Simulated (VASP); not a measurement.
A run of VASP 6.6.1:

The input INCAR:

```
PREC = Accurate
ENCUT = 520
EDIFF = 1E-6
ISMEAR = -1
SIGMA = 0.13605693000000002
LREAL = F
LASPH = T
NELM = 100
ALGO = Normal
ISIF = 2
LWAVE = F
LCHARG = F
GGA = PS
NBANDS = 11
```

The input KPOINTS:

```
regular mesh
0
Gamma
  14 14 14
```

File POSCAR:

```
Ni
1.0
    2.2903184724      0.0000000000      0.0000000000
    0.0000000000      2.2903184724      0.0000000000
    0.0000000000      0.0000000000      2.2903184724
Ni
1
Direct
    0.0000000000      0.0000000000      0.0000000000
```

Potentials or basis: VASP PAW PBE potentials, release 64 (Ni).

Run with:

```console
$ cat potpaw_PBE.64/Ni/POTCAR > POTCAR
$ mpirun -np 1 vasp_std > vasp.out
```

Hardware: 1 thread of Intel(R) Xeon(R) 6975P-C (Granite Rapids), with other jobs on the host.

Problem. How long does it take, and how much memory?

Solution. Run time: 5 s on 1 thread of Intel(R) Xeon(R) 6975P-C (Granite Rapids), on a shared host, peak memory 0.13 GiB. Counts: scf iterations 11, k points 120.
